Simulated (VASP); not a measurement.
The system is BaF2 (Frankdicksonite).

```
Ba F
1.0
     0.00000    3.09716    3.09716
     3.09716    0.00000    3.09716
     3.09716    3.09716    0.00000
Ba F
1 2
Direct
  0.00000 0.00000 0.00000
  0.25000 0.25000 0.25000
  0.75000 0.75000 0.75000
```

Base run:

```yaml
Program: VASP 6.6.1
Functional: PBE
Potentials_or_basis: VASP PAW PBE potentials, release 64 (Ba_sv, F)
Cutoff: 600 eV
k_mesh: 6 × 6 × 6
Occupations: gaussian, width 0.01 eV
Spin: no spin polarisation
```

Its results: band gap on the k mesh 6.79 eV, indirect (least direct gap 6.86 eV); pressure 2.5 GPa.

Q: The run is repeated on the same cell with these changes: functional from PBE to LDA; potentials or basis from VASP PAW PBE potentials, release 64 (Ba_sv, F) to VASP PAW LDA potentials, release 64 (Ba_sv, F). What comes out?

A: Band gap on the k mesh 6.42 eV, indirect (least direct gap 6.49 eV); pressure -3.3 GPa.

Caveats: spin-orbit coupling is left out, which moves the levels of the heavy elements.

A k mesh can miss the band edges.
